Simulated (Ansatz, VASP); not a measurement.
SnO2 in VASP and in Ansatz

```xyz
6
Lattice="4.7207 0.0000 0.0000 0.0000 4.7207 0.0000 0.0000 0.0000 3.1888" Properties=species:S:1:pos:R:3 pbc="T T T"
Sn    0.0000    0.0000   -0.0420
Sn    2.3604    2.3604    1.6364
O     1.1913    1.6988    0.0244
O     1.1690    4.0591    1.5699
O     3.5294    3.0220    0.0244
O     3.5517    0.6616    1.5699
```

Change from the starting cell: mode 4 frozen in at -0.359 Å and mode 5 at -0.042 Å (largest displacements).

Alike in both runs: task single point; functional LDA; k mesh 6 × 6 × 8; occupations gaussian, width 0.05 eV; no spin polarisation.

|  | VASP | Ansatz |
| --- | --- | --- |
| version | VASP 6.6.1 | Ansatz 0.2.0 |
| potentials or method | VASP PAW LDA potentials, release 64 (Sn_d, O), cutoff 520 eV | scalar-relativistic, plane waves, PAW |
| valence electrons in the cell | 52 | 52 |

|  | VASP | Ansatz | Ansatz less VASP |
| --- | --- | --- | --- |
| gap on the k mesh at the Fermi level (eV) | 1.38 | 1.37 | -0.013 |
| least direct gap on the mesh (eV) | 1.50 | 1.48 | -0.019 |
| pressure (GPa) | -4.4 | -5.6 | -1.22 |
| traceless stress, the component that is largest in VASP (GPa) | 1.49 | 1.72 | +0.230 |
| rms of the force components (eV/Å) | 0.336 | 0.348 | +0.0121 |

Ansatz warns that its potentials were made for another functional, while VASP's fit it. LDA's correlation is that of Perdew and Zunger in VASP and of Perdew and Wang (1992) in Ansatz. Atom by atom the forces differ by 0.016 eV/Å (rms over components).
